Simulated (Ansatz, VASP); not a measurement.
One calculation of Sb, two programs

File INCAR:

```
SYSTEM = Sb
PREC = Accurate
ENCUT = 520
EDIFF = 1E-7
ISMEAR = -5
SIGMA = 0.1
LREAL = .False.
LASPH = .True.
NELM = 150
ALGO = Normal
ISIF = 2
LWAVE = .False.
LCHARG = .False.
ISPIN = 2
MAGMOM = 0.5 -0.5
LORBIT = 11
GGA = PE
NBANDS = 16
```

KPOINTS

```
regular mesh
0
Gamma
  6 6 6
  0 0 0
```

File POSCAR:

```
Sb
1.0
    4.6016179500      0.0000000000      0.0000000000
    2.5698884194      3.7274271754      0.0000000000
    2.5156260234      1.3306021426      3.5220845149
Sb
2
Direct
    0.7665100000      0.7665100000      0.7665100000
    0.2334900000      0.2334900000      0.2334900000
```

The input input.yaml:

```yaml
crystal:
  lattice:
    - [4.60161795, 0.0, 0.0]
    - [2.5698884194, 3.7274271754, 0.0]
    - [2.5156260234, 1.3306021426, 3.5220845149]
  atoms:
    - { symbol: Sb, position: [0.76651, 0.76651, 0.76651], spin: 0.5 }
    - { symbol: Sb, position: [0.23349, 0.23349, 0.23349], spin: -0.5 }
hamiltonian:
  xc: pbe
  pseudopotentials: { kind: paw }
magnetization:
  spin_polarized: true
kpoints:
  mp_grid: { grid: [6, 6, 6] }
  band_path:
    path:
      - [[-0.5, -0.5, -0.5], [0.0, 0.0, 0.0], [0.5, 0.0, 0.0]]
      - [[0.0, -0.5, -0.5], [0.0, 0.0, 0.0], [0.0, 0.0, 0.5]]
      - [[-0.5, -0.5, 0.0], [0.0, 0.0, 0.0], [0.5, 0.0, 0.5]]
      - [[0.0, -0.5, 0.0], [0.0, 0.0, 0.0]]
    npoints: 14
scf:
  occupations: { method: tetrahedron }
  n_extra_bands: 6
output:
  forces: true
  stress: true
  fatbands: false
```

Change from the starting cell: cell strained at random at fixed volume.

Alike in both runs: functional PBE; k mesh 6 × 6 × 6; occupations tetrahedron; collinear spin.

|  | VASP | Ansatz |
| --- | --- | --- |
| version | VASP 6.6.1 | Ansatz 0.2.0 |
| potentials or method | VASP PAW PBE potentials, release 64 (Sb) | Ansatz PAW |
| plane-wave cutoff (eV) | 520 | 420 |
| valence electrons in the cell | 10 | 30 |
| task | single point | band structure |

Ansatz gave:

```
gap on the k mesh at the Fermi level (eV)                     : none
pressure (GPa)                                                : 3.2
traceless stress, the component that is largest in VASP (GPa) : -1.50
rms of the force components (eV/Å)                            : 0.071
net moment per atom (μB)                                      : 0.00
```

Q: Estimate VASP's values.

A: gap on the k mesh at the Fermi level (eV): none; pressure (GPa): 3.2; traceless stress, the component that is largest in VASP (GPa): -1.54; rms of the force components (eV/Å): 0.088; net moment per atom (μB): 0.00.

Atom by atom the forces differ by 0.028 eV/Å (rms over components). A gap of «none» marks a metal or a gap that the smearing closes. With one functional, cell and mesh, what is left measures potentials, basis and numerics. VASP's potentials hold 10 valence electrons a cell and Ansatz's 30, so a difference there can come from the potentials and not from the codes.

Spin-orbit coupling is off throughout.
